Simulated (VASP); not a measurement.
Crystal: BN.

```
CELL_PARAMETERS angstrom
2.54724 0.00000 0.00000
-1.27362 2.20597 0.00000
0.00000 0.00000 6.76584
ATOMIC_POSITIONS crystal
N 0.66667 0.33333 0.25000
N 0.33333 0.66667 0.75000
B 0.66667 0.33333 0.75000
B 0.33333 0.66667 0.25000
```

Base run:

| Quantity | Value |
| --- | --- |
| Program | VASP 6.6.1 |
| Functional | RPBE |
| Potentials or basis | VASP PAW PBE potentials, release 64 (N, B) |
| Cutoff | 520 eV |
| k mesh | 12 × 12 × 4 |
| Occupations | fermi-dirac, width 0.05 eV |
| Spin | no spin polarisation |

Its results: band gap on the k mesh 4.32 eV, indirect (least direct gap 4.59 eV); pressure -4.6 GPa.

Q: The run is repeated on the same cell with these changes: functional from RPBE to PBE; further incar settings from ALGO = Normal; EDIFF = 1e-06; NBANDS = 16 to ALGO = Normal; EDIFF = 1e-07; NBANDS = 16. What comes out?

A: Band gap on the k mesh 4.22 eV, indirect (least direct gap 4.52 eV); pressure -8.2 GPa.

Caveats: this functional lacks dispersion, which binds the layers, so the pressure and a relaxed spacing across them are unreliable; the PAW data sets were made with another functional, which shifts forces and pressure a little (some runs).

A k mesh can miss the band edges.
